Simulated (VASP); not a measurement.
# AlC3 (Pmm2) in VASP: notebook

The runs below take AlC3 through single point, with PBEsol.

All numbers are computed with VASP 6.6.1; they aren't measurements. Logs are shortened: lines on timing, memory, paths and dates and some standing lists are left out, and cuts for length are marked.

## Step 1: The cell of the first run

Symmetry: Pmm2, No. 25, orthorhombic system. The conventional cell has a = 3.208 Å, b = 3.208 Å, c = 3.208 Å, α = 90.00°, β = 90.00°, γ = 90.00°. Within 2.7 Å of Al (site symmetry mm2) lie 12 C at 2.02 to 2.55 Å. Within 2.7 Å of C (site symmetry mm2) lie 8 C at 2.02 to 2.55 Å and 4 Al at 2.27 Å. Within 2.7 Å of C (site symmetry mm2) lie 4 Al at 2.02 to 2.55 Å and 8 C at 2.02 to 2.55 Å. C (site symmetry mm2) has 4 Al at 2.27 Å and 8 C at 2.27 to 2.30 Å within 3.0 Å.

## Step 2: Single point, PBEsol (one atom moved)

File INCAR:

```
  PREC = Accurate
  ENCUT = 520
  EDIFF = 1E-6
  ISMEAR = 0
  SIGMA = 0.1
  LREAL = F
  LASPH = T
  NELM = 60
  ALGO = Normal
  ISIF = 2
  LWAVE = F
  LCHARG = T
  GGA = PS
  LELF = T
  LVHAR = T
  NBANDS = 16
```

File KPOINTS:

```
regular mesh
0
Gamma
  12 12 12
```

File POSCAR:

```
AlC3
1.0
    3.2079290000      0.0000000000      0.0000000000
    0.0000000000      3.2079290000      0.0000000000
    0.0000000000      0.0000000000      3.2079290000
Al C
1 3
Direct
    0.0000000000      0.0000000000      0.0000000000
    0.0000000000      0.5000000000      0.5000000000
    0.6168978490      0.0000000000      0.5000000000
    0.5000000000      0.5000000000      0.0000000000
```

Potentials or basis: VASP PAW PBE potentials, release 64 (Al, C).

Launch:

```console
> cat potpaw_PBE.64/Al/POTCAR potpaw_PBE.64/C/POTCAR > POTCAR
> mpirun -np 1 vasp_std > vasp.out
```

OUTCAR:

```text
PREC = Accurate
   ENCUT = 520
   EDIFF = 1E-6
   ISMEAR = 0
   LREAL = F
   LASPH = T
   NELM = 60
   ISIF = 2
   GGA = PS

 ion  position               nearest neighbor table
   1  0.000  0.000  0.000-   3 2.02   3 2.02   4 2.27   2 2.27   2 2.27   2 2.27   4 2.27   2 2.27
                             4 2.27   4 2.27   3 2.55   3 2.55
   2  0.000  0.500  0.500-   3 2.02   3 2.02   1 2.27   1 2.27   1 2.27   1 2.27
   3  0.617  0.000  0.500-   1 2.02   2 2.02   1 2.02   2 2.02   1 2.55   1 2.55
   4  0.500  0.500  0.000-   1 2.27   1 2.27   1 2.27   1 2.27

  LATTYP: Found a simple cubic cell.
 ALAT       =     3.2079290000

  Lattice vectors:

 A1 = (   3.2079290000,   0.0000000000,   0.0000000000)
 A2 = (   0.0000000000,   3.2079290000,   0.0000000000)
 A3 = (   0.0000000000,   0.0000000000,   3.2079290000)

Analysis of symmetry for initial positions (statically):
=====================================================================
 Subroutine PRICEL returns:
 Original cell was already a primitive cell.

 Routine SETGRP: Setting up the symmetry group for a
 simple cubic supercell.

 Subroutine GETGRP returns: Found  4 space group operations
 (whereof  4 operations were pure point group operations)
 out of a pool of 48 trial point group operations.

The static configuration has the point symmetry C_2v.

Analysis of symmetry for dynamics (positions and initial velocities):
=====================================================================
 Subroutine PRICEL returns:
 Original cell was already a primitive cell.

 Routine SETGRP: Setting up the symmetry group for a
 simple cubic supercell.

 Subroutine GETGRP returns: Found  4 space group operations
 (whereof  4 operations were pure point group operations)
 out of a pool of 48 trial point group operations.

The dynamic configuration has the point symmetry C_2v.

 Subroutine INISYM returns: Found  4 space group operations
 (whereof  4 operations are pure point group operations),
 and found     1 'primitive' translations

----------------------------------------------------------------------------------------

                                     Primitive cell

  volume of cell :      33.0122

  direct lattice vectors                    reciprocal lattice vectors
     3.207929000  0.000000000  0.000000000     0.311727597  0.000000000  0.000000000
     0.000000000  3.207929000  0.000000000     0.000000000  0.311727597  0.000000000
     0.000000000  0.000000000  3.207929000     0.000000000  0.000000000  0.311727597

  length of vectors
     3.207929000  3.207929000  3.207929000     0.311727597  0.311727597  0.311727597

  position of ions in fractional coordinates (direct lattice)
     0.000000000  0.000000000  0.000000000
     0.000000000  0.500000000  0.500000000
     0.616897849  0.000000000  0.500000000
     0.500000000  0.500000000  0.000000000

  ion indices of the primitive-cell ions
   primitive index   ion index
                 1           1
                 2           2
                 3           3
                 4           4

----------------------------------------------------------------------------------------

 KPOINTS: regular mesh

Automatic generation of k-mesh.
 Grid dimensions read from file:
 generate k-points for:   12   12   12

 Generating k-lattice:

  Cartesian coordinates                     Fractional coordinates (reciprocal lattice)
     0.025977300  0.000000000  0.000000000     0.083333333  0.000000000  0.000000000
     0.000000000  0.025977300  0.000000000     0.000000000  0.083333333  0.000000000
     0.000000000  0.000000000  0.025977300     0.000000000  0.000000000  0.083333333

  Length of vectors
     0.025977300  0.025977300  0.025977300

  Shift w.r.t. Gamma in fractional coordinates (k-lattice)
     0.000000000  0.000000000  0.000000000

 Subroutine IBZKPT returns following result:
 ===========================================

 Found    343 irreducible k-points:

 Following reciprocal coordinates:
            Coordinates               Weight
  0.000000  0.000000  0.000000      1.000000
  0.083333  0.000000  0.000000      2.000000
  0.000000  0.083333  0.000000      2.000000
  0.000000  0.000000  0.083333      2.000000
  0.166667  0.000000  0.000000      2.000000
  0.000000  0.166667  0.000000      2.000000
[... 16 lines left out ...]
  0.166667  0.083333  0.000000      4.000000
  0.000000  0.166667  0.083333      4.000000
 [... further k-points ...]
   k-points           NKPTS =    343   k-points in BZ     NKDIM =    343   number of bands    NBANDS=     16
   number of dos      NEDOS =    301   number of ions     NIONS =      4
   total plane-waves  NPLWV =  13824
   dimension x,y,z NGX =    24 NGY =   24 NGZ =   24
   dimension x,y,z NGXF=    48 NGYF=   48 NGZF=   48
   ions per type =               1   3
   NGX,Y,Z   is equivalent  to a cutoff of  12.44, 12.44, 12.44 a.u.
   NGXF,Y,Z  is equivalent  to a cutoff of  24.88, 24.88, 24.88 a.u.
 SYSTEM =  unknown system
   PREC   = accura    normal or accurate (medium, high low for compatibility)
   ISTART =      0    job   : 0-new  1-cont  2-samecut
   ICHARG =      2    charge: 1-file 2-atom 10-const
   ISPIN  =      1    spin polarized calculation?
   LNONCOLLINEAR =      F non collinear calculations
   LSORBIT =      F    spin-orbit coupling
   LASPH  =      T    aspherical Exc in radial PAW
   ENCUT  =  520.0 eV  38.22 Ry    6.18 a.u.   5.96  5.96  5.96*2*pi/ulx,y,z
   NELM   =     60;   NELMIN=  2; NELMDL= -5     # of ELM steps
   EDIFF  = 0.1E-05   stopping-criterion for ELM
   LREAL  =      F    real-space projection
   EDIFFG = 0.1E-04   stopping-criterion for IOM
   NSW    =      0    number of steps for IOM
   IBRION =     -1    ionic relax: 0-MD 1-quasi-New 2-CG
   NFREE  =      0    steps in history (QN), initial steepest desc. (CG)
   ISIF   =      2    stress and relaxation
   ISYM   =      2    0-nonsym 1-usesym 2-fastsym
   POTIM  = 0.5000    time-step for ionic-motion
   TEBEG  =    0.0;   TEEND  =   0.0 temperature during run
   PSTRESS=    0.0 pullay stress
   NELECT =      15.0000    total number of electrons
   NUPDOWN=      -1.0000    fix difference up-down
   EMIN   =  10.00;   EMAX   =-10.00  energy-range for DOS
   EFERMI =   0.00;   METHOD = LEGACY
   ISMEAR =     0;   SIGMA  =   0.10  broadening in eV -4-tet -1-fermi 0-gaus
   EFERMI_NEDOS =   21; number of points for ismear=-14 and -15
   IALGO  =     38    algorithm
   IMIX   =      4    mixing-type and parameters
     AMIX     =   0.40;   BMIX     =  1.00
     AMIX_MAG =   1.60;   BMIX_MAG =  1.00
  volume/ion in A,a.u.               =       8.25        55.69
  Fermi-wavevector in a.u.,A,eV,Ry     =   1.258579  2.378370 21.551918  1.584021
  Thomas-Fermi vector in A             =   2.392182
   LORBIT       =      0    0 simple, 1 ext, 2 COOP (PROOUT), +10 PAW based schemes
   GGA     = PS    functional components
   LHFCALC =     F    Hartree Fock is set to
   AEXX    =    0.0000 exact exchange contribution
   IVDW    =     0    specifies the selected vdW correction
   LEPSILON=     F    determine dielectric tensor
   LRPA    =     F    only Hartree local field effects (RPA)
 non-spin polarized calculation
 Gauss-broadening in eV      SIGMA  =   0.10
  energy-cutoff  :      520.00
  volume of cell :       33.01
 maximum number of plane-waves:       912
   NGX = 11   NGY = 11   NGZ = 11

 number of electron      15.0000000 magnetization

 Free energy of the ion-electron system (eV)
  ---------------------------------------------------
  ext. energy  EPLUGINS =         0.00000000
  ---------------------------------------------------
  free energy    TOTEN  =       -22.55162486 eV

  energy without entropy =      -22.54326388  energy(sigma->0) =      -22.54744437

 E-fermi :   9.1944     XC(G=0): -12.3365

 val. band max:        9.1818620359   @ k =   0.0000   0.5000   0.1667
 cond. band min:       9.1963200505   @ k =   0.1667   0.0833   0.5000
 fundamental gap:      0.0144580146
 Fermi energy:         9.1943936163

 k-point     1 :       0.0000    0.0000    0.0000
  band No.  band energies     occupation
      1      -8.5044      2.00000
      2       1.3979      2.00000
      3       2.7110      2.00000
      4       2.8715      2.00000
      5       3.0037      2.00000
      6       4.4719      2.00000
[... 8 lines left out ...]
     15      19.9069      0.00000
     16      21.3187      0.00000

 k-point     2 :       0.0833    0.0000    0.0000
  band No.  band energies     occupation
      1      -8.4231      2.00000
      2       0.8213      2.00000
      3       2.7379      2.00000
      4       2.9444      2.00000
      5       3.0789      2.00000
      6       4.9670      2.00000
[... 8 lines left out ...]
     15      20.0467      0.00000
     16      21.4037      0.00000

 k-point     3 :       0.0000    0.0833    0.0000
  band No.  band energies     occupation
      1      -8.4189      2.00000
      2       0.9204      2.00000
      3       2.0919      2.00000
      4       3.0829      2.00000
      5       3.4995      2.00000
      6       4.9744      2.00000
[... 8 lines left out ...]
     15      20.0103      0.00000
     16      20.7947      0.00000

 k-point     4 :       0.0000    0.0000    0.0833
  band No.  band energies     occupation
      1      -8.4207      2.00000
      2       0.7618      2.00000
      3       2.6090      2.00000
      4       2.9443      2.00000
      5       3.4033      2.00000
      6       4.8185      2.00000
[... 8 lines left out ...]
     15      20.0032      0.00000
     16      21.0890      0.00000
[... 324 lines left out ...]
 k-point    22 :       0.0833    0.0000    0.0833
  band No.  band energies     occupation
      1      -8.3395      2.00000
      2       0.5108      2.00000
      3       2.1348      2.00000
      4       3.0169      2.00000
      5       3.7068      2.00000
      6       5.2770      2.00000
[... 8 lines left out ...]
     15      20.1313      0.00000
     16      21.0316      0.00000

 k-point    23 :       0.1667    0.0833    0.0000
  band No.  band energies     occupation
      1      -8.0963      2.00000
      2      -0.3350      2.00000
      3       1.7068      2.00000
      4       3.3805      2.00000
      5       4.0288      2.00000
      6       6.1954      2.00000
[... 8 lines left out ...]
     15      20.5024      0.00000
     16      20.8218      0.00000

 k-point    24 :       0.0000    0.1667    0.0833
  band No.  band energies     occupation
      1      -8.0798      2.00000
      2      -0.3540      2.00000
      3       1.4489      2.00000
      4       3.5926      2.00000
      5       4.0599      2.00000
      6       6.2495      2.00000
[... 8 lines left out ...]
     15      20.3874      0.00000
     16      20.5651      0.00000

 [... further k-points ...]

------------------------ aborting loop because EDIFF is reached ----------------------------------------

  FORCE on cell =-STRESS in cart. coord.  units (eV):
  Direction    XX          YY          ZZ          XY          YZ          ZX
  --------------------------------------------------------------------------------------
  -------------------------------------------------------------------------------------
  Total       -1.6796027     -1.1149432      2.9165082      0.0000000      0.0000000      0.0000000
  in kB      -81.5160080    -54.1114411    141.5466318      0.0000000      0.0000000      0.0000000
  external PRESSURE =       1.9730609 kB  Pullay stress =       0.0000000 kB

 VOLUME and BASIS-vectors are now :
 -----------------------------------------------------------------------------
  energy-cutoff  :      520.00
  volume of cell :       33.01
      direct lattice vectors                 reciprocal lattice vectors
     3.207929000  0.000000000  0.000000000     0.311727597  0.000000000  0.000000000
     0.000000000  3.207929000  0.000000000     0.000000000  0.311727597  0.000000000
     0.000000000  0.000000000  3.207929000     0.000000000  0.000000000  0.311727597

 POSITION                                       TOTAL-FORCE (eV/Angst)
 -----------------------------------------------------------------------------------
      0.00000      0.00000      0.00000         1.527998      0.000000      0.000000
      0.00000      1.60396      1.60396        -0.806057      0.000000      0.000000
      1.97896      0.00000      1.60396         0.411907      0.000000      0.000000
      1.60396      1.60396      0.00000        -1.133849      0.000000      0.000000
 -----------------------------------------------------------------------------------
    total drift:                               -0.000012     -0.000000      0.000000

  FREE ENERGIE OF THE ION-ELECTRON SYSTEM (eV)
  ---------------------------------------------------
  free  energy   TOTEN  =       -22.5516248606 eV

  energy  without entropy=      -22.5432638820  energy(sigma->0) =      -22.54744437
```

Wall time 2.3 min (1 thread of Intel Xeon 8259CL, shared host); peak memory 0.25 GiB.

Results:

* Free energy: -22.5516 eV
* Pressure: 0.2 GPa
* Largest force: 1.528 eV/Å
* Band gap on the k mesh: zero (an odd number of electrons rules out a gap without spin polarisation)

Forces on the atoms (eV/Å):
```
Al   1.528  0.000  0.000
C   -0.806  0.000  0.000
C    0.412  0.000  0.000
C   -1.134  0.000  0.000
```

Caveat: the cell differs from its parent crystal (one atom moved); the PAW data sets were made with another functional, which shifts forces and pressure a little.

## Step 3: Single point, PBEsol (one atom moved)

File INCAR:

```
SYSTEM = AlC3
PREC = Accurate
ENCUT = 520
EDIFF = 1E-7
ISMEAR = 0
SIGMA = 0.1
LREAL = .FALSE.
LASPH = .TRUE.
NELM = 80
ALGO = Normal
ISIF = 2
LWAVE = .FALSE.
LCHARG = .FALSE.
GGA = PS
NBANDS = 16
```

File KPOINTS:

```
regular mesh
0
G
  12 12 12
  0 0 0
```

POSCAR: that of step 2 with these lines changed.

```diff
@@ -10,3 +10,3 @@
     0.0000000000      0.5000000000      0.5000000000
-    0.6168978490      0.0000000000      0.5000000000
+    0.5000000000      0.0000000000      0.6168978490
     0.5000000000      0.5000000000      0.0000000000
```

Potentials or basis: VASP PAW PBE potentials, release 64 (Al, C).

Launch:

```console
> cat potpaw_PBE.64/Al/POTCAR potpaw_PBE.64/C/POTCAR > POTCAR
> mpirun -np 1 vasp_std > vasp.out
```

Run time: 2.8 min. Hardware: 1 thread of Intel Xeon 8259CL, shared host; peak memory 0.26 GiB.

It converged, with:

| Item | Value |
| --- | --- |
| Free energy | -22.5516 eV |
| Pressure | 0.2 GPa |
| Largest force | 1.528 eV/Å |
| Band gap on the k mesh | zero (an odd number of electrons rules out a gap without spin polarisation) |

Forces on the atoms (eV/Å):
```
Al   0.000  0.000  1.528
C    0.000  0.000 -1.134
C    0.000  0.000  0.412
C    0.000  0.000 -0.806
```

Stress tensor (GPa, compression positive):
```
14.15  0.00  0.00
 0.00 -5.41  0.00
 0.00  0.00 -8.15
```

Levels at points of the mesh, in eV from the Fermi level:
| k point | band 4 | band 5 | band 6 | band 7 | band 8 | band 9 | band 10 | band 11 | band 12 | band 13 |
| --- | --- | --- | --- | --- | --- | --- | --- | --- | --- | --- |
| (0.00, 0.00, 0.00) | -6.32 | -6.19 | -4.72 | 0.27 | 1.08 | 1.30 | 2.64 | 3.80 | 4.54 | 4.64 |
| (0.50, 0.00, 0.00) | -4.57 | -3.65 | -2.95 | -2.16 | -1.30 | -0.71 | 0.04 | 3.93 | 4.51 | 8.37 |
| (0.00, 0.50, 0.00) | -4.24 | -3.98 | -3.75 | -2.63 | -0.54 | 0.33 | 1.23 | 3.80 | 4.00 | 8.26 |
| (0.00, 0.00, 0.50) | -4.58 | -4.34 | -2.12 | -2.07 | -2.00 | -0.55 | 0.55 | 3.44 | 4.43 | 7.96 |
| (0.50, 0.50, 0.00) | -9.11 | -1.82 | -1.55 | -1.49 | -0.28 | 0.06 | 1.11 | 2.87 | 5.77 | 6.11 |
| (0.00, 0.50, 0.50) | -8.84 | -1.97 | -1.66 | -1.27 | -0.47 | -0.06 | 0.19 | 5.21 | 5.65 | 5.96 |
| (0.50, 0.00, 0.50) | -9.33 | -3.32 | -1.44 | -1.36 | -0.42 | 0.10 | 1.33 | 4.71 | 5.33 | 6.09 |
| (0.50, 0.50, 0.50) | -7.95 | -7.75 | -7.53 | -6.81 | -1.84 | 5.04 | 5.28 | 5.52 | 5.76 | 6.18 |

Caveat: the cell differs from its parent crystal (one atom moved); the PAW data sets were made with another functional, which shifts forces and pressure a little.
